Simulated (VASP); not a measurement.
Set up this calculation in VASP 6.6.1, as the native input.

| Item | Value |
| --- | --- |
| Task | single point |
| Functional | PBE0 |
| Potentials or basis | VASP PAW PBE potentials, release 64 (Ti_sv) |
| Cutoff | 520 eV |
| k mesh | 8 × 8 × 8 |
| Occupations | fermi-dirac, width 0.05 eV |
| Spin | no spin polarisation |
| Dipole correction | no |
| Grid for exact exchange (PRECFOCK) | Normal |
| Further INCAR settings | ALGO = Normal; EDIFF = 1e-07; NBANDS = 12 |
| Share of exact exchange | 0.25 |

Crystal: Ti.

```
Ti
1.0
    -1.65187    1.65187    1.65187
     1.65187   -1.65187    1.65187
     1.65187    1.65187   -1.65187
Ti
1
Direct
  0.00000 0.00000 0.00000
```

This isn't the form of Ti at room conditions, which is hcp.

The input as run:

POSCAR

```
Ti
1.0
   -1.6518678664      1.6518678664      1.6518678664
    1.6518678664     -1.6518678664      1.6518678664
    1.6518678664      1.6518678664     -1.6518678664
Ti
1
Direct
    0.0000000000      0.0000000000      0.0000000000
```

INCAR.step1

```
SYSTEM = Ti
PREC = Accurate
ENCUT = 520
EDIFF = 1E-5
ISMEAR = -1
SIGMA = 0.05
LREAL = .FALSE.
LASPH = .TRUE.
NELM = 80
ALGO = Normal
ISIF = 2
LWAVE = .TRUE.
NBANDS = 12
GGA = PE
```

INCAR.step2

```
SYSTEM = Ti
PREC = Accurate
ENCUT = 520
EDIFF = 1E-7
ISMEAR = -1
SIGMA = 0.05
LREAL = .FALSE.
LASPH = .TRUE.
NELM = 80
ALGO = Normal
ISIF = 2
LWAVE = .FALSE.
LCHARG = .TRUE.
GGA = PE
LHFCALC = .TRUE.
AEXX = 0.25
PRECFOCK = Normal
LELF = .TRUE.
LVHAR = .TRUE.
NBANDS = 12
ISTART = 1
```

KPOINTS

```
regular mesh
0
G
  8 8 8
  0 0 0
```

Potentials or basis: VASP PAW PBE potentials, release 64 (Ti_sv).

The run is started by

```console
$ cat potpaw_PBE.64/Ti_sv/POTCAR > POTCAR
$ cp INCAR.step1 INCAR
$ mpirun -np 1 vasp_std > vasp.out
$ cp INCAR.step2 INCAR
$ mpirun -np 1 vasp_std > vasp.out
```

Results of the run:

```json
{
  "Pressure": "-6.3 GPa",
  "Band gap on the k mesh": "zero (bands 6 and 7 overlap by 3.28 eV)"
}
```

Caveat: the cell stands under tension; the PAW data sets were made with another functional, which shifts forces and pressure a little.

It took 73 min on 1 thread of Intel Xeon 8259CL, with other jobs on the host, peak memory 0.16 GiB.
